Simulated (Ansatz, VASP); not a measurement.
One calculation of Si5C3, two programs

```xyz
8
Lattice="4.6662 0.0000 0.0000 0.0000 4.6662 0.0000 0.0000 0.0000 4.6662" Properties=species:S:1:pos:R:3 pbc="T T T"
Si    0.0000    0.0000    0.0000
Si    3.4021    1.2640    3.4021
Si    1.2640    3.4021    3.4021
Si    3.4021    3.4021    1.2640
Si    1.2640    1.2640    1.2640
C     2.3331    2.3331    0.0000
C     2.3331    0.0000    2.3331
C     0.0000    2.3331    2.3331
```

Alike in both runs: functional PBE; k mesh 8 × 8 × 8; occupations gaussian, width 0.1 eV; no spin polarisation.

Ansatz relaxed the structure, and its values are those at the end. VASP's run is a single point on that final structure, the one shown.

```csv
,VASP,Ansatz
version,VASP 6.6.1,Ansatz 0.2.0
potentials or method,"VASP PAW PBE potentials, release 64 (Si, C), cutoff 520 eV","scalar-relativistic, plane waves, PAW"
valence electrons in the cell,32,32
```

VASP gave:

```
gap on the k mesh at the Fermi level (eV) : none
pressure (GPa)                            : -0.1
rms of the force components (eV/Å)        : 0.006
```

Which values does Ansatz return?

gap on the k mesh at the Fermi level (eV): none; pressure (GPa): 0.0; rms of the force components (eV/Å): 0.000.

A gap of «none» marks a metal or a gap that the smearing closes.
